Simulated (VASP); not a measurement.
# PbO (Litharge) (P4/nmm) in VASP: notebook

Aim: see how the results for PbO (Litharge) move with the level of theory and the settings. Levels: PBE, r2SCAN. Tasks: single point.

Program: VASP 6.6.1. These are calculated values, not measurements. Logs are shortened: lines on timing, memory, paths and dates and some standing lists are left out, and cuts for length are marked.

## 1. The cell of the first run

Symmetry: P4/nmm, No. 129, tetragonal system. The conventional cell has a = 3.980 Å, b = 3.980 Å, c = 5.059 Å, α = 90.00°, β = 90.00°, γ = 90.00°. Within 3.1 Å of Pb (site symmetry 4mm) lie 4 O at 2.32 Å. Within 3.1 Å of O (site symmetry -4m2) lie 4 Pb at 2.32 Å and 4 O at 2.81 Å.

## 2. Single point, PBE (uniaxial z strain +1.2%)

INCAR

```
ALGO = Normal
EDIFF = 1E-6
ENCUT = 520
GGA = PE
ISIF = 2
ISMEAR = -1
LASPH = T
LCHARG = T
LELF = T
LREAL = F
LVHAR = T
LWAVE = F
NBANDS = 28
NELM = 80
PREC = Accurate
SIGMA = 0.02
```

KPOINTS

```
k-points
0
Gamma
  6 6 6
```

POSCAR

```
PbO
1.0
    3.9804039067      0.0000000000      0.0000000000
    0.0000000000      3.9804039067      0.0000000000
    0.0000000000      0.0000000000      5.0594237335
Pb O
2 2
Direct
    0.0000000000      0.5000000000      0.2341924403
    0.5000000000      0.0000000000      0.7658075597
    0.0000000000      0.0000000000      0.0000000000
    0.5000000000      0.5000000000      0.0000000000
```

Potentials or basis: VASP PAW PBE potentials, release 64 (Pb_d, O).

Run with:

```bash
$ cat potpaw_PBE.64/Pb_d/POTCAR potpaw_PBE.64/O/POTCAR > POTCAR
$ mpirun -np 1 vasp_std > vasp.out
```

OUTCAR:

```text
EDIFF = 1E-6
   ENCUT = 520
   GGA = PE
   ISIF = 2
   ISMEAR = -1
   LASPH = T
   LREAL = F
   NELM = 80
   PREC = Accurate

 ion  position               nearest neighbor table
   1  0.000  0.500  0.234-   3 2.32   4 2.32   3 2.32   4 2.32   2 3.68   2 3.68   2 3.68   2 3.68
                             2 3.89   2 3.89   2 3.89   2 3.89
   2  0.500  0.000  0.766-   3 2.32   4 2.32   4 2.32   3 2.32   1 3.68   1 3.68   1 3.68   1 3.68
                             1 3.89   1 3.89   1 3.89   1 3.89
   3  0.000  0.000  0.000-   1 2.32   2 2.32   1 2.32   2 2.32
   4  0.500  0.500  0.000-   1 2.32   2 2.32   2 2.32   1 2.32

  LATTYP: Found a simple tetragonal cell.
 ALAT       =     3.9804039067
 C/A-ratio  =     1.2710829986

  Lattice vectors:

 A1 = (   3.9804039067,   0.0000000000,   0.0000000000)
 A2 = (   0.0000000000,   3.9804039067,   0.0000000000)
 A3 = (   0.0000000000,   0.0000000000,   5.0594237335)

Analysis of symmetry for initial positions (statically):
=====================================================================
 Subroutine PRICEL returns:
 Original cell was already a primitive cell.

 Routine SETGRP: Setting up the symmetry group for a
 simple tetragonal supercell.

 Subroutine GETGRP returns: Found 16 space group operations
 (whereof  8 operations were pure point group operations)
 out of a pool of 16 trial point group operations.

The static configuration has the point symmetry D_2d.
 The point group associated with its full space group is D_4h.

Analysis of symmetry for dynamics (positions and initial velocities):
=====================================================================
 Subroutine PRICEL returns:
 Original cell was already a primitive cell.

 Routine SETGRP: Setting up the symmetry group for a
 simple tetragonal supercell.

 Subroutine GETGRP returns: Found 16 space group operations
 (whereof  8 operations were pure point group operations)
 out of a pool of 16 trial point group operations.

The dynamic configuration has the point symmetry D_2d.
 The point group associated with its full space group is D_4h.

 Subroutine INISYM returns: Found 16 space group operations
 (whereof  8 operations are pure point group operations),
 and found     1 'primitive' translations

----------------------------------------------------------------------------------------

                                     Primitive cell

  volume of cell :      80.1596

  direct lattice vectors                    reciprocal lattice vectors
     3.980403907  0.000000000  0.000000000     0.251230785  0.000000000  0.000000000
     0.000000000  3.980403907  0.000000000     0.000000000  0.251230785  0.000000000
     0.000000000  0.000000000  5.059423734     0.000000000  0.000000000  0.197650968

  length of vectors
     3.980403907  3.980403907  5.059423734     0.251230785  0.251230785  0.197650968

  position of ions in fractional coordinates (direct lattice)
     0.000000000  0.500000000  0.234192440
     0.500000000  0.000000000  0.765807560
     0.000000000  0.000000000  0.000000000
     0.500000000  0.500000000  0.000000000

  ion indices of the primitive-cell ions
   primitive index   ion index
                 1           1
                 2           2
                 3           3
                 4           4

----------------------------------------------------------------------------------------

 KPOINTS: k-points

Automatic generation of k-mesh.
 Grid dimensions read from file:
 generate k-points for:    6    6    6

 Generating k-lattice:

  Cartesian coordinates                     Fractional coordinates (reciprocal lattice)
     0.041871798  0.000000000  0.000000000     0.166666667  0.000000000  0.000000000
     0.000000000  0.041871798  0.000000000     0.000000000  0.166666667  0.000000000
     0.000000000  0.000000000  0.032941828     0.000000000  0.000000000  0.166666667

  Length of vectors
     0.041871798  0.041871798  0.032941828

  Shift w.r.t. Gamma in fractional coordinates (k-lattice)
     0.000000000  0.000000000  0.000000000

 Subroutine IBZKPT returns following result:
 ===========================================

 Found     40 irreducible k-points:

 Following reciprocal coordinates:
            Coordinates               Weight
  0.000000  0.000000  0.000000      1.000000
  0.166667  0.000000  0.000000      4.000000
  0.333333  0.000000  0.000000      4.000000
  0.500000  0.000000  0.000000      2.000000
  0.166667  0.166667  0.000000      4.000000
  0.333333  0.166667  0.000000      8.000000
[... 16 lines left out ...]
  0.333333  0.000000  0.333333      8.000000
  0.500000  0.000000  0.333333      4.000000
 [... further k-points ...]
   k-points           NKPTS =     40   k-points in BZ     NKDIM =     40   number of bands    NBANDS=     28
   number of dos      NEDOS =    301   number of ions     NIONS =      4
   total plane-waves  NPLWV =  36000
   dimension x,y,z NGX =    30 NGY =   30 NGZ =   40
   dimension x,y,z NGXF=    60 NGYF=   60 NGZF=   80
   ions per type =               2   2
   NGX,Y,Z   is equivalent  to a cutoff of  12.53, 12.53, 13.14 a.u.
   NGXF,Y,Z  is equivalent  to a cutoff of  25.06, 25.06, 26.29 a.u.
 SYSTEM =  unknown system
   PREC   = accura    normal or accurate (medium, high low for compatibility)
   ISTART =      0    job   : 0-new  1-cont  2-samecut
   ICHARG =      2    charge: 1-file 2-atom 10-const
   ISPIN  =      1    spin polarized calculation?
   LNONCOLLINEAR =      F non collinear calculations
   LSORBIT =      F    spin-orbit coupling
   LASPH  =      T    aspherical Exc in radial PAW
   ENCUT  =  520.0 eV  38.22 Ry    6.18 a.u.   7.40  7.40  9.41*2*pi/ulx,y,z
   NELM   =     80;   NELMIN=  2; NELMDL= -5     # of ELM steps
   EDIFF  = 0.1E-05   stopping-criterion for ELM
   LREAL  =      F    real-space projection
   EDIFFG = 0.1E-04   stopping-criterion for IOM
   NSW    =      0    number of steps for IOM
   IBRION =     -1    ionic relax: 0-MD 1-quasi-New 2-CG
   NFREE  =      0    steps in history (QN), initial steepest desc. (CG)
   ISIF   =      2    stress and relaxation
   ISYM   =      2    0-nonsym 1-usesym 2-fastsym
   POTIM  = 0.5000    time-step for ionic-motion
   TEBEG  =    0.0;   TEEND  =   0.0 temperature during run
   PSTRESS=    0.0 pullay stress
   NELECT =      40.0000    total number of electrons
   NUPDOWN=      -1.0000    fix difference up-down
   EMIN   =  10.00;   EMAX   =-10.00  energy-range for DOS
   EFERMI =   0.00;   METHOD = LEGACY
   ISMEAR =    -1;   SIGMA  =   0.02  broadening in eV -4-tet -1-fermi 0-gaus
   EFERMI_NEDOS =   21; number of points for ismear=-14 and -15
   IALGO  =     38    algorithm
   IMIX   =      4    mixing-type and parameters
     AMIX     =   0.40;   BMIX     =  1.00
     AMIX_MAG =   1.60;   BMIX_MAG =  1.00
  volume/ion in A,a.u.               =      20.04       135.24
  Fermi-wavevector in a.u.,A,eV,Ry     =   1.298503  2.453815 22.940929  1.686111
  Thomas-Fermi vector in A             =   2.429827
   LORBIT       =      0    0 simple, 1 ext, 2 COOP (PROOUT), +10 PAW based schemes
   GGA     = PE    functional components
   LHFCALC =     F    Hartree Fock is set to
   AEXX    =    0.0000 exact exchange contribution
   IVDW    =     0    specifies the selected vdW correction
   LEPSILON=     F    determine dielectric tensor
   LRPA    =     F    only Hartree local field effects (RPA)
 non-spin polarized calculation
  energy-cutoff  :      520.00
  volume of cell :       80.16
 maximum number of plane-waves:      2203
 NGX is ok and might be reduce to    30
   NGX = 15   NGY = 15   NGZ = 19

 number of electron      39.9999997 magnetization

 Free energy of the ion-electron system (eV)
  ---------------------------------------------------
  ext. energy  EPLUGINS =         0.00000000
  ---------------------------------------------------
  free energy    TOTEN  =       -21.42972453 eV

  energy without entropy =      -21.42972453  energy(sigma->0) =      -21.42972453

 E-fermi :   5.4840     XC(G=0):  -9.7795

 val. band max:        5.0619923990   @ k =   0.0000   0.0000   0.0000
 cond. band min:       6.3387060020   @ k =   0.5000   0.5000   0.0000
 fundamental gap:      1.2767136030
 Fermi energy:         5.4839611887

 k-point     1 :       0.0000    0.0000    0.0000
  band No.  band energies     occupation
      1     -13.3370      2.00000
      2     -12.8021      2.00000
      3     -10.9536      2.00000
      4     -10.9536      2.00000
      5     -10.8922      2.00000
      6     -10.8758      2.00000
[... 20 lines left out ...]
     27      12.6187      0.00000
     28      13.1855      0.00000

 k-point     2 :       0.1667    0.0000    0.0000
  band No.  band energies     occupation
      1     -13.2791      2.00000
      2     -12.8215      2.00000
      3     -10.9411      2.00000
      4     -10.9373      2.00000
      5     -10.8725      2.00000
      6     -10.8591      2.00000
[... 20 lines left out ...]
     27      12.9266      0.00000
     28      14.7786      0.00000

 k-point     3 :       0.3333    0.0000    0.0000
  band No.  band energies     occupation
      1     -13.1430      2.00000
      2     -12.8864      2.00000
      3     -10.9085      2.00000
      4     -10.8965      2.00000
      5     -10.8339      2.00000
      6     -10.8316      2.00000
[... 20 lines left out ...]
     27      13.3917      0.00000
     28      15.9382      0.00000

 k-point     4 :       0.5000    0.0000    0.0000
  band No.  band energies     occupation
      1     -12.9984      2.00000
      2     -12.9984      2.00000
      3     -10.8679      2.00000
      4     -10.8679      2.00000
      5     -10.8542      2.00000
      6     -10.8542      2.00000
[... 578 lines left out ...]
     27      13.6625      0.00000
     28      14.8531      0.00000

 k-point    23 :       0.3333    0.0000    0.3333
  band No.  band energies     occupation
      1     -13.1446      2.00000
      2     -12.8877      2.00000
      3     -10.9211      2.00000
      4     -10.8774      2.00000
      5     -10.8697      2.00000
      6     -10.8400      2.00000
[... 20 lines left out ...]
     27      14.0694      0.00000
     28      15.7884      0.00000

 k-point    24 :       0.5000    0.0000    0.3333
  band No.  band energies     occupation
      1     -13.0052      2.00000
      2     -13.0052      2.00000
      3     -10.9063      2.00000
      4     -10.9063      2.00000
      5     -10.8501      2.00000
      6     -10.8501      2.00000
[... 20 lines left out ...]
     27      14.7505      0.00000
     28      14.7505      0.00000

 [... further k-points ...]
[... 5 lines left out ...]
  --------------------------------------------------------------------------------------
  -------------------------------------------------------------------------------------
  Total        2.3139614      2.3139614      1.8173903      0.0000000      0.0000000      0.0000000
  in kB       46.2499589     46.2499589     36.3248173      0.0000000      0.0000000      0.0000000
  external PRESSURE =      42.9415784 kB  Pullay stress =       0.0000000 kB

 VOLUME and BASIS-vectors are now :
 -----------------------------------------------------------------------------
  energy-cutoff  :      520.00
  volume of cell :       80.16
      direct lattice vectors                 reciprocal lattice vectors
     3.980403907  0.000000000  0.000000000     0.251230785  0.000000000  0.000000000
     0.000000000  3.980403907  0.000000000     0.000000000  0.251230785  0.000000000
     0.000000000  0.000000000  5.059423734     0.000000000  0.000000000  0.197650968

 POSITION                                       TOTAL-FORCE (eV/Angst)
 -----------------------------------------------------------------------------------
      0.00000      1.99020      1.18488        -0.000000     -0.000000      0.405449
      1.99020      0.00000      3.87454        -0.000000      0.000000     -0.405449
      0.00000      0.00000      0.00000        -0.000000     -0.000000      0.000000
      1.99020      1.99020      0.00000         0.000000     -0.000000      0.000000
 -----------------------------------------------------------------------------------
    total drift:                                0.000000      0.000000     -0.000000

  FREE ENERGIE OF THE ION-ELECTRON SYSTEM (eV)
  ---------------------------------------------------
  free  energy   TOTEN  =       -21.4297245341 eV

  energy  without entropy=      -21.4297245341  energy(sigma->0) =      -21.42972453
```

It took 67 s on 1 thread of Intel Xeon Platinum 8488C (Sapphire Rapids), shared host; peak memory 0.22 GiB.

What came out:

```
Free energy            : -21.4297 eV
Pressure               : 4.3 GPa
Largest force          : 0.405 eV/Å
Band gap on the k mesh : 1.28 eV, indirect (least direct gap 2.30 eV)
```

Forces in eV/Å, atoms in the order of the input:
```
Pb   0.000  0.000  0.405
Pb   0.000  0.000 -0.405
O    0.000  0.000  0.000
O    0.000  0.000  0.000
```

Caveat: the cell differs from its parent crystal (uniaxial z strain +1.2%); spin-orbit coupling is left out, which moves the levels of the heavy elements.

## 3. Single point, r2SCAN (uniaxial z strain +1.2%)

POSCAR is that of step 2.

INCAR.step1

```
SYSTEM = PbO
  ALGO = Normal
  EDIFF = 1E-4
  ENCUT = 520
  GGA = PE
  ISMEAR = 0
  LASPH = .TRUE.
  LCHARG = .FALSE.
  LREAL = .FALSE.
  LWAVE = .TRUE.
  NBANDS = 28
  NELM = 100
  PREC = Accurate
  SIGMA = 0.01
```

INCAR.step2

```
SYSTEM = PbO
  ALGO = Normal
  EDIFF = 1E-7
  ENCUT = 520
  ISIF = 2
  ISMEAR = 0
  ISTART = 1
  LASPH = .TRUE.
  LCHARG = .FALSE.
  LMIXTAU = .TRUE.
  LREAL = .FALSE.
  LWAVE = .FALSE.
  METAGGA = R2SCAN
  NBANDS = 28
  NELM = 100
  PREC = Accurate
  SIGMA = 0.01
```

KPOINTS

```
k-points
0
G
  6 6 6
  0 0 0
```

Potentials or basis: VASP PAW PBE potentials, release 64 (Pb_d, O).

Run with:

```bash
$ cat potpaw_PBE.64/Pb_d/POTCAR potpaw_PBE.64/O/POTCAR > POTCAR
$ cp INCAR.step1 INCAR
$ mpirun -np 1 vasp_std > vasp.out
$ cp INCAR.step2 INCAR
$ mpirun -np 1 vasp_std > vasp.out
```

It took 3.5 min on 1 thread of Intel Xeon Platinum 8488C (Sapphire Rapids), shared host; peak memory 0.24 GiB.

The run converged. Its results:

```yaml
Free_energy: -129.5074 eV
Pressure: 1.5 GPa
Largest_force: 0.099 eV/Å
Band_gap_on_the_k_mesh: 1.58 eV, indirect (least direct gap 2.70 eV)
```

Forces in eV/Å, atoms in the order of the input:
```
Pb   0.000  0.000  0.099
Pb   0.000  0.000 -0.099
O    0.000  0.000  0.000
O    0.000  0.000  0.000
```

Stress tensor (GPa, compression positive):
```
1.52 0.00 0.00
0.00 1.52 0.00
0.00 0.00 1.33
```

Levels at points of the mesh, in eV from the valence-band top:
```csv
k point,band 16,band 17,band 18,band 19,band 20,band 21,band 22,band 23,band 24,band 25
"(0.00, 0.00, 0.00)",-4.43,-1.83,-1.79,-1.79,0.00,2.74,5.75,6.09,6.09,7.04
"(0.50, 0.00, 0.00)",-3.33,-3.15,-3.15,-1.71,-1.71,3.73,3.73,6.96,6.96,7.17
"(0.50, 0.50, 0.00)",-3.58,-1.75,-1.75,-1.15,-1.15,1.58,1.58,5.67,5.67,8.32
"(0.00, 0.00, 0.50)",-4.28,-1.87,-1.82,-1.82,-1.02,2.31,4.44,4.44,4.54,9.21
"(0.50, 0.00, 0.50)",-3.78,-3.12,-3.12,-1.08,-1.08,3.37,3.37,6.80,6.80,7.78
"(0.50, 0.50, 0.50)",-3.98,-2.30,-2.30,-1.15,-1.15,3.82,3.82,5.12,5.12,6.16
```

Caveat: the cell differs from its parent crystal (uniaxial z strain +1.2%); the PAW data sets were made with another functional, which shifts forces and pressure a little; spin-orbit coupling is left out, which moves the levels of the heavy elements.
